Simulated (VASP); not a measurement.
Write the native input for VASP 6.6.1 that does the following.

- Task: single point
- Functional: LDA
- Potentials or basis: VASP PAW LDA potentials, release 64 (Ni)
- Cutoff: 520 eV
- k mesh: 8 × 16 × 16
- Occupations: gaussian, width 0.05 eV
- Spin: collinear spin, antiferromagnetic start
- Starting moments: [1.2, -1.2] μB
- Dipole correction: no
- Further INCAR settings: ALGO = Normal; EDIFF = 1e-06; NBANDS = 21

The structure of Ni lies in POSCAR:

```
Ni
1.0
    0.0000000000      3.5238700000      3.5238700000
    1.7619350000      0.0000000000      1.7619350000
    1.7619350000      1.7619350000      0.0000000000
Ni
2
Direct
    0.0000000000      0.0000000000      0.0000000000
    0.5000000000      0.0000000000      0.0000000000
```

These files were run (other wordings do the same):

INCAR

```
PREC     = Accurate       # precision mode
ENCUT    = 520            # plane-wave cutoff, eV
EDIFF    = 1E-6           # SCF threshold, eV
ISMEAR   = 0              # smearing method
SIGMA    = 0.05           # smearing width, eV
LREAL    = F              # projectors in reciprocal space
LASPH    = T              # aspherical terms in the spheres
NELM     = 150            # most SCF steps
ALGO     = Normal         # electronic algorithm
ISIF     = 2              # what is computed and relaxed
LWAVE    = F              # write WAVECAR
LCHARG   = F              # write CHGCAR
ISPIN    = 2              # spin polarisation
MAGMOM   = 1.2 -1.2       # initial moments
LORBIT   = 11             # projections on sites
LMAXMIX  = 4              # l up to which the mixer works
GGA      = CA             # functional
NBANDS   = 21             # bands
```

KPOINTS

```
regular mesh
0
Gamma
  8 16 16
```

Potentials or basis: VASP PAW LDA potentials, release 64 (Ni).

Run with:

```console
$ cat potpaw_LDA.64/Ni/POTCAR > POTCAR
$ mpirun -np 1 vasp_std > vasp.out
```

Results of the run:

```yaml
Pressure: -18.7 GPa
Band_gap_on_the_k_mesh: zero (filled and empty bands overlap)
Net_moment: 0.00 μB per cell
Site_moments: Ni +0.21, -0.21 μB
Valence_electrons_inside_the_program's_atomic_spheres: Ni 9.31
```

Caveat: the cell stands under tension.

It took 66 s on 1 thread of Intel(R) Xeon(R) 6975P-C (Granite Rapids) (shared host), peak memory 0.24 GiB.
